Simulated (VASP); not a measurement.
# Zr5S9 (a cell with a defect) in VASP: single point with PBE

Aim: the single point of Zr5S9 (a cell with a defect) with PBE.

Everything below comes from runs of VASP 6.6.1. Logs are shortened: lines on timing, memory, paths and dates and some standing lists are left out, and cuts for length are marked.

**1. The cell of the first run**

The cell holds a defect, 28 atoms: a = 9.296 Å, b = 9.296 Å, c = 9.296 Å, α = 72.98°, β = 72.98°, γ = 72.98°.

**2. Single point, PBE (with an interstitial atom, then relaxed in part)**

Input file INCAR:

```
PREC     = Accurate       # precision mode
ENCUT    = 400            # plane-wave cutoff, eV
EDIFF    = 1E-6           # SCF threshold, eV
ISMEAR   = 0              # smearing method
SIGMA    = 0.01           # smearing width, eV
LREAL    = F              # projectors in reciprocal space
LASPH    = T              # aspherical terms in the spheres
NELM     = 120            # most SCF steps
ALGO     = Normal         # electronic algorithm
ISIF     = 2              # what is computed and relaxed
LWAVE    = F              # write WAVECAR
LCHARG   = F              # write CHGCAR
GGA      = PE             # functional
NELECT   = 226.0        
NBANDS   = 134            # bands
GGA_COMPAT= F
```

Input file KPOINTS:

```
Automatic mesh
0
Gamma
  2 2 2
  0.5 0.5 0.5
```

Input file POSCAR:

```
Zr5S9
1.0
    5.5278124674      3.1914840161      6.7579086874
   -5.5278124674      3.1914840161      6.7579086874
    0.0000000000     -6.3829680322      6.7579086874
Zr S
10 18
Direct
    0.9918283198      0.3414961828      0.6671684116
    0.9919280350      0.6687561594      0.3400624312
    0.3376786631     -0.0041324967      0.6674161249
   -0.0024933747      0.0014047027      0.0000164356
    0.3322449401      0.3360421365      0.3346382512
    0.6646926259      0.6685868648      0.6672081602
    0.3376440221      0.6685578616     -0.0055869089
    0.6647051696     -0.0041554368      0.3400880938
    0.6647797858      0.3414196070     -0.0054669144
    0.1648711558      0.1686728424      0.1673216010
    0.4815455844      0.4853118586      0.8169822277
    0.4815373924      0.8183821944      0.4840171505
    0.8168280424      0.1535998596      0.8194111125
    0.4686453082      0.1477165421      0.1463197364
    0.8144908352      0.4854074760      0.4839589939
    0.1497771280      0.8207708610      0.8193586712
    0.8168904739      0.8206750218      0.1522706250
    0.1438718760      0.1476148245      0.4710488367
    0.1439036121      0.4724515764      0.1462327994
    0.1797676900      0.5165071965      0.5152436746
    0.1858127101      0.8647958999      0.1882800027
    0.5128269425      0.1836762054      0.5152600512
    0.1858638015      0.1895567632      0.8634349453
    0.5128120206      0.5166452185      0.1822946698
    0.8479952304      0.8519085174      0.5175187213
    0.5151459000      0.8518341180      0.8505357162
    0.8608617908      0.1897048540      0.1883351372
    0.8480088242      0.5188907216      0.8504307664
```

Potentials or basis: VASP PAW PBE potentials, release 64 (Zr_sv, S).

Started as:

```
> cat potpaw_PBE.64/Zr_sv/POTCAR potpaw_PBE.64/S/POTCAR > POTCAR
> mpirun -np 1 vasp_std > vasp.out
```

OUTCAR:

```text
PREC = Accurate
   ENCUT = 400
   EDIFF = 1E-6
   ISMEAR = 0
   LREAL = F
   LASPH = T
   NELM = 120
   ISIF = 2
   GGA = PE
   NELECT = 226.0

 ion  position               nearest neighbor table
   1  0.992  0.341  0.667-  15 2.53  28 2.54  20 2.56  13 2.56  18 2.74  23 2.74   6 3.62   2 3.62
                             9 3.62   4 3.72   5 3.72   3 3.82
   2  0.992  0.669  0.340-  25 2.54  15 2.54  17 2.56  20 2.56  21 2.74  19 2.74   8 3.62   1 3.62
                             6 3.62   4 3.72   5 3.72   7 3.82
   3  0.338  0.996  0.667-  26 2.54  12 2.54  16 2.56  22 2.56  23 2.74  18 2.74   6 3.62   7 3.62
                             8 3.62   4 3.72   5 3.72   1 3.82
   4  0.998  0.001  0.000-  13 2.55  16 2.55  17 2.55  23 2.63  21 2.63  27 2.63  10 3.39   2 3.72
                             9 3.72   3 3.72   8 3.72   1 3.72   7 3.72
   5  0.332  0.336  0.335-  20 2.55  24 2.55  22 2.55  14 2.63  19 2.63  18 2.63  10 3.39   9 3.72
                             8 3.72   7 3.72   3 3.72   1 3.72   2 3.72
   6  0.665  0.669  0.667-  12 2.58  11 2.58  15 2.58  28 2.58  26 2.58  25 2.58   1 3.62   7 3.62
                             3 3.62   8 3.62   2 3.62   9 3.62
   7  0.338  0.669  0.994-  11 2.54  26 2.54  16 2.56  24 2.56  19 2.74  21 2.74   6 3.62   9 3.62
                             3 3.62   5 3.72   4 3.72   2 3.82
   8  0.665  0.996  0.340-  12 2.54  25 2.54  22 2.56  17 2.56  14 2.74  27 2.74   2 3.62   3 3.62
                             6 3.62   5 3.72   4 3.72   9 3.82
   9  0.665  0.341  0.995-  28 2.54  11 2.54  13 2.56  24 2.56  14 2.74  27 2.74   7 3.62   1 3.62
                             6 3.62   5 3.72   4 3.72   8 3.82
  10  0.165  0.169  0.167-  18 2.72  19 2.73  14 2.73  21 2.73  23 2.73  27 2.73   4 3.39   5 3.39
[... 5 lines left out ...]
  15  0.814  0.485  0.484-   1 2.53   2 2.54   6 2.58
  16  0.150  0.821  0.819-   4 2.55   7 2.56   3 2.56
  17  0.817  0.821  0.152-   4 2.55   2 2.56   8 2.56
  18  0.144  0.148  0.471-   5 2.63  10 2.72   1 2.74   3 2.74
  19  0.144  0.472  0.146-   5 2.63  10 2.73   7 2.74   2 2.74
  20  0.180  0.517  0.515-   5 2.55   1 2.56   2 2.56
  21  0.186  0.865  0.188-   4 2.63  10 2.73   2 2.74   7 2.74
  22  0.513  0.184  0.515-   5 2.55   8 2.56   3 2.56
  23  0.186  0.190  0.863-   4 2.63  10 2.73   3 2.74   1 2.74
  24  0.513  0.517  0.182-   5 2.55   9 2.56   7 2.56
  25  0.848  0.852  0.518-   2 2.54   8 2.54   6 2.58
  26  0.515  0.852  0.851-   3 2.54   7 2.54   6 2.58
  27  0.861  0.190  0.188-   4 2.63  10 2.73   9 2.74   8 2.74
  28  0.848  0.519  0.850-   1 2.54   9 2.54   6 2.58

  LATTYP: Found a trigonal (rhomboedric) cell.
 ALAT       =     9.2957845676
 COS(alpha) =     0.2927637752

  Lattice vectors:

 A1 = (   5.5278124674,   3.1914840161,   6.7579086874)
 A2 = (  -5.5278124674,   3.1914840161,   6.7579086874)
 A3 = (   0.0000000000,  -6.3829680322,   6.7579086874)

Analysis of symmetry for initial positions (statically):
=====================================================================
 Subroutine PRICEL returns:
 Original cell was already a primitive cell.

 Routine SETGRP: Setting up the symmetry group for a
 trigonal (rhombohedral) supercell.

 Subroutine GETGRP returns: Found  1 space group operations
 (whereof  1 operations were pure point group operations)
 out of a pool of 12 trial point group operations.

The static configuration has the point symmetry C_1 .

Analysis of symmetry for dynamics (positions and initial velocities):
=====================================================================
 Subroutine PRICEL returns:
 Original cell was already a primitive cell.

 Routine SETGRP: Setting up the symmetry group for a
 trigonal (rhombohedral) supercell.

 Subroutine GETGRP returns: Found  1 space group operations
 (whereof  1 operations were pure point group operations)
 out of a pool of 12 trial point group operations.

The dynamic configuration has the point symmetry C_1 .

 Subroutine INISYM returns: Found  1 space group operations
 (whereof  1 operations are pure point group operations),
 and found     1 'primitive' translations

----------------------------------------------------------------------------------------

                                     Primitive cell

  volume of cell :     715.3351

  direct lattice vectors                    reciprocal lattice vectors
     5.527812467  3.191484016  6.757908687     0.090451694  0.052222310  0.049324924
    -5.527812467  3.191484016  6.757908687    -0.090451694  0.052222310  0.049324924
     0.000000000 -6.382968032  6.757908687     0.000000000 -0.104444619  0.049324924

  length of vectors
     9.295784568  9.295784568  9.295784568     0.115505959  0.115505959  0.115505959
[... 65 lines left out ...]

Automatic generation of k-mesh.
 Grid dimensions read from file:
 generate k-points for:    2    2    2

 Generating k-lattice:

  Cartesian coordinates                     Fractional coordinates (reciprocal lattice)
     0.045225847  0.026111155  0.024662462     0.500000000  0.000000000 -0.000000000
    -0.045225847  0.026111155  0.024662462     0.000000000  0.500000000 -0.000000000
     0.000000000 -0.052222310  0.024662462    -0.000000000 -0.000000000  0.500000000

  Length of vectors
     0.057752980  0.057752980  0.057752980

  Shift w.r.t. Gamma in fractional coordinates (k-lattice)
     0.500000000  0.500000000  0.500000000

 Subroutine IBZKPT returns following result:
 ===========================================

 Found      4 irreducible k-points:

 Following reciprocal coordinates:
            Coordinates               Weight
  0.250000  0.250000  0.250000      2.000000
 -0.250000  0.250000  0.250000      2.000000
  0.250000 -0.250000  0.250000      2.000000
  0.250000  0.250000 -0.250000      2.000000
   k-points           NKPTS =      4   k-points in BZ     NKDIM =      4   number of bands    NBANDS=    134
   number of dos      NEDOS =    301   number of ions     NIONS =     28
   total plane-waves  NPLWV = 262144
   dimension x,y,z NGX =    64 NGY =   64 NGZ =   64
   dimension x,y,z NGXF=   128 NGYF=  128 NGZF=  128
   ions per type =              10  18
   NGX,Y,Z   is equivalent  to a cutoff of  11.45, 11.45, 11.45 a.u.
   NGXF,Y,Z  is equivalent  to a cutoff of  22.89, 22.89, 22.89 a.u.
 SYSTEM =  unknown system
   PREC   = accura    normal or accurate (medium, high low for compatibility)
   ISTART =      0    job   : 0-new  1-cont  2-samecut
   ICHARG =      2    charge: 1-file 2-atom 10-const
   ISPIN  =      1    spin polarized calculation?
   LNONCOLLINEAR =      F non collinear calculations
   LSORBIT =      F    spin-orbit coupling
   LASPH  =      T    aspherical Exc in radial PAW
   ENCUT  =  400.0 eV  29.40 Ry    5.42 a.u.  15.16 15.16 15.16*2*pi/ulx,y,z
   NELM   =    120;   NELMIN=  2; NELMDL= -5     # of ELM steps
   EDIFF  = 0.1E-05   stopping-criterion for ELM
   LREAL  =      F    real-space projection
   EDIFFG = 0.1E-04   stopping-criterion for IOM
   NSW    =      0    number of steps for IOM
   IBRION =     -1    ionic relax: 0-MD 1-quasi-New 2-CG
   NFREE  =      0    steps in history (QN), initial steepest desc. (CG)
   ISIF   =      2    stress and relaxation
   ISYM   =      2    0-nonsym 1-usesym 2-fastsym
   POTIM  = 0.5000    time-step for ionic-motion
   TEBEG  =    0.0;   TEEND  =   0.0 temperature during run
   PSTRESS=    0.0 pullay stress
   NELECT =     226.0000    total number of electrons
   NUPDOWN=      -1.0000    fix difference up-down
   EMIN   =  10.00;   EMAX   =-10.00  energy-range for DOS
   EFERMI =   0.00;   METHOD = LEGACY
   ISMEAR =     0;   SIGMA  =   0.01  broadening in eV -4-tet -1-fermi 0-gaus
   EFERMI_NEDOS =   21; number of points for ismear=-14 and -15
   IALGO  =     38    algorithm
   IMIX   =      4    mixing-type and parameters
     AMIX     =   0.40;   BMIX     =  1.00
     AMIX_MAG =   1.60;   BMIX_MAG =  1.00
  volume/ion in A,a.u.               =      25.55       172.40
  Fermi-wavevector in a.u.,A,eV,Ry     =   1.114999  2.107043 16.915071  1.243223
  Thomas-Fermi vector in A             =   2.251599
   LORBIT       =      0    0 simple, 1 ext, 2 COOP (PROOUT), +10 PAW based schemes
   GGA     = PE    functional components
   LHFCALC =     F    Hartree Fock is set to
   AEXX    =    0.0000 exact exchange contribution
   IVDW    =     0    specifies the selected vdW correction
   LEPSILON=     F    determine dielectric tensor
   LRPA    =     F    only Hartree local field effects (RPA)
 non-spin polarized calculation
 Gauss-broadening in eV      SIGMA  =   0.01
  energy-cutoff  :      400.00
  volume of cell :      715.34
 maximum number of plane-waves:     13002
 NGX is ok and might be reduce to    64
   NGX = 31   NGY = 31   NGZ = 31

 number of electron     225.9999998 magnetization

 Free energy of the ion-electron system (eV)
  ---------------------------------------------------
  ext. energy  EPLUGINS =         0.00000000
  ---------------------------------------------------
  free energy    TOTEN  =      -211.88960689 eV

  energy without entropy =     -211.88960689  energy(sigma->0) =     -211.88960689

 E-fermi :   4.4728     XC(G=0):  -8.8602

 val. band max:        4.4121524733   @ k =   0.2500   0.2500  -0.2500
 cond. band min:       4.5225034308   @ k =   0.2500   0.2500   0.2500
 fundamental gap:      0.1103509575
 Fermi energy:         4.4727753435

 k-point     1 :       0.2500    0.2500    0.2500
  band No.  band energies     occupation
      1     -46.3669      2.00000
      2     -45.4672      2.00000
      3     -45.4615      2.00000
      4     -45.4610      2.00000
      5     -45.4584      2.00000
      6     -45.4578      2.00000
[... 501 lines left out ...]
    124       5.6059      0.00000
    125       5.6957      0.00000
 [bands above 125 left out]

------------------------ aborting loop because EDIFF is reached ----------------------------------------

  FORCE on cell =-STRESS in cart. coord.  units (eV):
  Direction    XX          YY          ZZ          XY          YZ          ZX
  --------------------------------------------------------------------------------------
  -------------------------------------------------------------------------------------
  Total      -23.7639506    -23.7781071    -33.7911694     -0.0005093     -0.0025475      0.0016232
  in kB      -53.2254912    -53.2571985    -75.6840318     -0.0011406     -0.0057058      0.0036355
  external PRESSURE =     -60.7222405 kB  Pullay stress =       0.0000000 kB

 VOLUME and BASIS-vectors are now :
 -----------------------------------------------------------------------------
  energy-cutoff  :      400.00
  volume of cell :      715.34
      direct lattice vectors                 reciprocal lattice vectors
     5.527812467  3.191484016  6.757908687     0.090451694  0.052222310  0.049324924
    -5.527812467  3.191484016  6.757908687    -0.090451694  0.052222310  0.049324924
     0.000000000 -6.382968032  6.757908687     0.000000000 -0.104444619  0.049324924

 POSITION                                       TOTAL-FORCE (eV/Angst)
 -----------------------------------------------------------------------------------
      3.59491     -0.00323     13.51915         0.010233     -0.002811      0.001781
      1.78643      3.12944     13.52086         0.004207      0.005338      0.002263
     -3.63834     -0.00410     13.52232        -0.005881     -0.000937     -0.005587
      5.50626      3.18790      6.75066         0.001060     -0.001082      0.000187
     -0.02099     -0.00316      6.77768        -0.003300     -0.004175     -0.007919
     -0.02153     -0.00363     13.51911        -0.000119      0.000688      0.005755
[... 20 lines left out ...]
      3.71003      2.15073      8.37239        -0.002144     -0.000216      0.004594
      1.81930     -1.06583     14.98452        -0.002788      0.001439      0.011459
 -----------------------------------------------------------------------------------
    total drift:                               -0.000390     -0.000166     -0.000237

  FREE ENERGIE OF THE ION-ELECTRON SYSTEM (eV)
  ---------------------------------------------------
  free  energy   TOTEN  =      -211.8896068888 eV

  energy  without entropy=     -211.8896068888  energy(sigma->0) =     -211.88960689
```

Run time: 7.8 min. Hardware: 1 thread of Intel Xeon Platinum 8375C at 2.90GHz (Ice Lake), shared host; peak memory 0.67 GiB.

Results:

| Item | Value |
| --- | --- |
| Free energy | -211.8896 eV |
| Largest force | 0.013 eV/Å |

Forces in eV/Å, atoms in the order of the input:
```
Zr   0.010 -0.003  0.002
Zr   0.004  0.005  0.002
Zr  -0.006 -0.001 -0.006
Zr   0.001 -0.001  0.000
Zr  -0.003 -0.004 -0.008
Zr   0.000  0.001  0.006
Zr  -0.007 -0.004  0.000
Zr   0.003  0.004  0.002
Zr   0.005  0.002  0.002
Zr  -0.003 -0.003  0.000
S   -0.002  0.001 -0.009
S   -0.002 -0.003 -0.011
S    0.001  0.001 -0.012
S    0.008  0.004 -0.007
S   -0.002  0.000 -0.013
S    0.001  0.001 -0.010
S   -0.002  0.002 -0.011
S    0.000 -0.006 -0.001
S   -0.006  0.002 -0.003
S   -0.003  0.000  0.013
S    0.006 -0.005  0.004
S   -0.001  0.001  0.009
S   -0.004  0.008  0.006
S   -0.001  0.000  0.009
S    0.001 -0.005  0.010
S    0.004  0.001  0.009
S   -0.002  0.000  0.005
S   -0.003  0.001  0.011
```

Caveat: the cell carries a net charge on a neutralising background, which shifts energy and pressure; the cell differs from its parent crystal (with an interstitial atom, then relaxed in part); the cell is charged against a uniform background, so pressure and absolute levels hang on convention.
